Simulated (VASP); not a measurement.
Pt, 2 atoms in the cell. It takes space group P6_3/mmc (No. 194, hexagonal). Conventional cell: a = 2.308 Å, b = 2.308 Å, c = 3.864 Å, α = 90.00°, β = 90.00°, γ = 120.00°. Within 3.1 Å of Pt (site symmetry -6m2) lie 12 Pt at 2.31 to 2.35 Å. 

- Program: VASP 6.6.1
- Task: single point
- Functional: LDA
- Potentials or basis: VASP PAW LDA potentials, release 64 (Pt)
- Cutoff: 520 eV
- k mesh: 16 × 16 × 9
- Occupations: fermi-dirac, width 0.08 eV
- Spin: no spin polarisation
- Dipole correction: no
- Further INCAR settings: ALGO = Normal; EDIFF = 1e-07; NBANDS = 17

Potentials or basis: VASP PAW LDA potentials, release 64 (Pt).

Command:

```bash
$ cat potpaw_LDA.64/Pt/POTCAR > POTCAR
$ mpirun -np 1 vasp_std > vasp.out
```

Hardware: 1 thread of Intel(R) Xeon(R) 6975P-C (Granite Rapids), with other jobs on the host.

Task: How long does it take, and how much memory?

Result: It took 21 s on 1 thread of Intel(R) Xeon(R) 6975P-C (Granite Rapids), with other jobs on the host, peak memory 0.15 GiB. Counts: scf iterations 11, k points 150.
